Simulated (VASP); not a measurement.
Here is a VASP 6.6.1 calculation.

INCAR

```
ALGO = Normal ; DIPOL = 0.5 0.5 0.300
EDIFF = 1E-7 ; ENCUT = 520
GGA = PE ; IDIPOL = 3
ISIF = 2 ; ISMEAR = 0
LASPH = T ; LCHARG = F
LDIPOL = T ; LREAL = F
LWAVE = F ; NBANDS = 74
NELM = 60 ; PREC = Accurate
SIGMA = 0.1
```

KPOINTS

```
k-points
0
Gamma
  6 6 1
```

POSCAR

```
HPt6
1.0
    5.6143281343      0.0000000000      0.0000000000
   -2.8071640672      4.8621507895      0.0000000000
    0.0000000000      0.0000000000     22.6192653717
Pt H
12 2
Direct
    0.3333333333      0.1666666667      0.1768404028
    0.3333333333      0.6666666667      0.1768404028
    0.8333333333      0.1666666667      0.1768404028
    0.8333333333      0.6666666667      0.1768404028
    0.1666666667      0.3333333333      0.2789526245
    0.1666666667      0.8333333333      0.2789526245
    0.6666666667      0.3333333333      0.2789526245
    0.6666666667      0.8333333333      0.2789526245
    0.0000000000      0.0000000000      0.3810585901
    0.0000000000      0.5000000000      0.3810585901
    0.5000000000      0.0000000000      0.3810585901
    0.5000000000      0.5000000000      0.3810585901
    0.2114368192      0.4228736384      0.4292475999
    0.2885631808      0.5771263616      0.4292475999
```

Potentials or basis: VASP PAW PBE potentials, release 64 (Pt, H).

The run is started by

```console
$ cat potpaw_PBE.64/Pt/POTCAR potpaw_PBE.64/H/POTCAR > POTCAR
$ mpirun -np 1 vasp_std > vasp.out
```

Question: Estimate the largest force.

Answer: 4.880 eV/Å.

Question: Predict the band gap on the k mesh.

Answer: Zero (bands 61 and 62 overlap by 0.68 eV).

Forces in eV/Å, atoms in the order of the input:
```
Pt   0.043  0.006 -0.118
Pt   0.000  0.023  0.021
Pt  -0.043  0.006 -0.118
Pt   0.000 -0.029  0.113
Pt   0.000 -0.114 -0.413
Pt  -0.016  0.115 -0.144
Pt   0.000  0.007  0.300
Pt   0.016  0.115 -0.144
Pt   0.000 -0.450 -0.170
Pt  -1.297 -0.110 -0.205
Pt   0.000  0.525 -0.290
Pt   1.297 -0.110 -0.205
H    0.000 -4.814  0.679
H    0.000  4.831  0.693
```

Caveat: spin-orbit coupling is left out, which moves the levels of the heavy elements.
